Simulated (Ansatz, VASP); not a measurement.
## Nb4Si: VASP beside Ansatz

```
CELL_PARAMETERS angstrom
4.65626 0.00000 0.00000
0.00000 4.65626 0.00000
0.00000 0.00000 4.65626
ATOMIC_POSITIONS crystal
Nb 0.50000 0.00000 0.00000
Nb 0.00000 0.50000 0.00000
Nb 0.00000 0.00000 0.50000
Nb 0.50000 0.50000 0.50000
Si 0.00000 0.00000 0.00000
```

Alike in both runs: task single point; functional PBE; k mesh 4 × 4 × 4; occupations gaussian, width 0.1 eV; collinear spin.

|  | VASP | Ansatz |
| --- | --- | --- |
| version | VASP 6.6.1 | Ansatz 0.2.0 |
| potentials or method | VASP PAW PBE potentials, release 64 (Nb_sv, Si), cutoff 520 eV | scalar-relativistic, plane waves, PAW |
| valence electrons in the cell | 56 | 56 |

|  | VASP | Ansatz | Ansatz less VASP |
| --- | --- | --- | --- |
| gap on the k mesh at the Fermi level (eV) | none | none | - |
| pressure (GPa) | -0.2 | 0.0 | +0.23 |
| net moment per atom (μB) | 0.00 | 0.00 | -0.001 |

A gap of «none» marks a metal or a gap that the smearing closes. With one functional, cell and mesh, what is left measures potentials, basis and numerics. Ansatz's warnings: seeded moment not kept.
